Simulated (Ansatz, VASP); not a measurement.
# Two plane-wave programs on Ti5C

```
CELL_PARAMETERS angstrom
4.80715 0.00000 0.00000
-2.40358 4.16312 0.00000
0.00000 0.00000 7.34688
ATOMIC_POSITIONS crystal
Ti 0.00000 0.00000 0.25897
Ti 0.00000 0.00000 0.74103
Ti 0.50000 0.00000 0.00000
Ti 0.00000 0.50000 0.00000
Ti 0.50000 0.50000 0.00000
C 0.00000 0.00000 0.00000
```

Alike in both runs: functional PBE; k mesh 6 × 6 × 4; occupations gaussian, width 0.1 eV; no spin polarisation.

Ansatz relaxed the structure, and its values are those at the end. VASP's run is a single point on that final structure, the one shown.

```csv
,VASP,Ansatz
version,VASP 6.6.1,Ansatz 0.2.0
potentials or method,"VASP PAW PBE potentials, release 64 (Ti_sv, C), cutoff 520 eV","scalar-relativistic, plane waves, PAW"
valence electrons in the cell,64,64
```

|  | VASP | Ansatz | Ansatz less VASP |
| --- | --- | --- | --- |
| gap on the k mesh at the Fermi level (eV) | none | none | - |
| pressure (GPa) | 0.0 | 0.0 | -0.06 |
| rms of the force components (eV/Å) | 0.008 | 0.005 | -0.0026 |

A gap of «none» marks a metal or a gap that the smearing closes.
